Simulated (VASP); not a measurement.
The system is Gd.

```
Gd
1.0
     3.21951    0.00000    0.00000
     0.00000    3.21951    0.00000
     0.00000    0.00000    3.21951
Gd
1
Direct
  0.00000 0.00000 0.00000
```

This isn't the form of Gd at room conditions, which is hcp.

| Quantity | Value |
| --- | --- |
| Program | VASP 6.6.1 |
| Task | relaxation of cell and atoms |
| Functional | PBE |
| Potentials or basis | VASP PAW PBE potentials, release 64 (Gd) |
| Cutoff | 600 eV |
| k mesh | 10 × 10 × 10 |
| Occupations | fermi-dirac, width 0.05 eV |
| Spin | collinear spin, ferromagnetic start |
| Starting moments | [7.0] μB |

At the start: pressure 1.2 GPa; volume 33.37 Å³/atom.

Q: How do energy, volume and symmetry change on relaxing?

A: Over 5 steps the energy falls by 4.3 meV/atom and the volume is 34.70 Å³/atom (+4.0 %); space group Pm-3m (No. 221, to 0.1 Å) before and after; moment 7.88 μB per cell.

Step by step:
| step | energy change (eV) | largest force (eV/Å) | pressure (GPa) | volume (Å³) |
| --- | --- | --- | --- | --- |
| 1 | 0.0000 | 0.0000 | 1.16 | 33.37 |
| 2 | -0.0043 | 0.0000 | 0.20 | 34.55 |
| 3 | -0.0043 | 0.0000 | -0.08 | 34.81 |
| 4 | -0.0043 | 0.0000 | -0.03 | 34.73 |
| 5 | -0.0043 | 0.0000 | -0.01 | 34.70 |

Final structure:
```yaml
crystal:
  lattice:
    - [3.26156, 0.00000, 0.00000]
    - [0.00000, 3.26156, 0.00000]
    - [0.00000, 0.00000, 3.26156]
  atoms:
    - { symbol: Gd, position: [0.00000, 0.00000, 0.00000] }
```

Caveat: semilocal functionals describe open f shells poorly, which spoils levels, moments and volumes.
